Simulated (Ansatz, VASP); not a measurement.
# TiH2: VASP beside Ansatz

INCAR

```
PREC = Accurate
ENCUT = 520
EDIFF = 1E-6
ISMEAR = 0
SIGMA = 0.15
LREAL = F
LASPH = T
NELM = 60
ALGO = Normal
ISIF = 2
LWAVE = F
LCHARG = T
GGA = PS
LELF = T
LVHAR = T
NBANDS = 14
```

KPOINTS

```
Automatic mesh
0
Gamma
  20 20 20
```

Contents of POSCAR:

```
TiH2
1.0
   -1.5965000000      1.5965000000      2.1335000000
    1.5965000000     -1.5965000000      2.1335000000
    1.5965000000      1.5965000000     -2.1335000000
Ti H
1 2
Direct
    0.1025310523      0.1025310523      0.0000000000
    0.7500000000      0.2500000000      0.5000000000
    0.2500000000      0.7500000000      0.5000000000
```

Input for Ansatz:

```yaml
crystal:
  lattice:
    - [-1.5965, 1.5965, 2.1335]
    - [1.5965, -1.5965, 2.1335]
    - [1.5965, 1.5965, -2.1335]
  atoms:
    - { symbol: Ti, position: [0.1025310523, 0.1025310523, 0.0] }
    - { symbol: H, position: [0.75, 0.25, 0.5] }
    - { symbol: H, position: [0.25, 0.75, 0.5] }
basis:
  ecutwfc: 420
kpoints:
  mp_grid: { grid: [20, 20, 20] }
hamiltonian:
  xc: pbesol
scf:
  occupations: { method: gaussian, width: 0.15 }
output:
  forces: true
  stress: true
  eigenvalues: true
```

Change from the starting cell: all Ti atoms moved +0.438 Å, as atom 1 along Cartesian [0 0 1].

Alike in both runs: task single point; functional PBEsol; k mesh 20 × 20 × 20; occupations gaussian, width 0.15 eV; no spin polarisation.

```csv
,VASP,Ansatz
version,VASP 6.6.1,Ansatz 0.2.0
potentials or method,"VASP PAW PBE potentials, release 64 (Ti_sv, H), cutoff 520 eV","scalar-relativistic, plane waves, PAW"
valence electrons in the cell,14,14
```

Ansatz gave:

```
gap on the k mesh at the Fermi level (eV)                     : none
pressure (GPa)                                                : 4.9
traceless stress, the component that is largest in VASP (GPa) : -6.60
rms of the force components (eV/Å)                            : 1.415
```

Problem. What did VASP give for the same quantities?

Solution. gap on the k mesh at the Fermi level (eV): none; pressure (GPa): 4.9; traceless stress, the component that is largest in VASP (GPa): -6.66; rms of the force components (eV/Å): 1.416.

VASP's potentials were made for PBE, not for PBEsol. Atom by atom the forces differ by 0.001 eV/Å (rms over components). A gap of «none» marks a metal or a gap that the smearing closes.
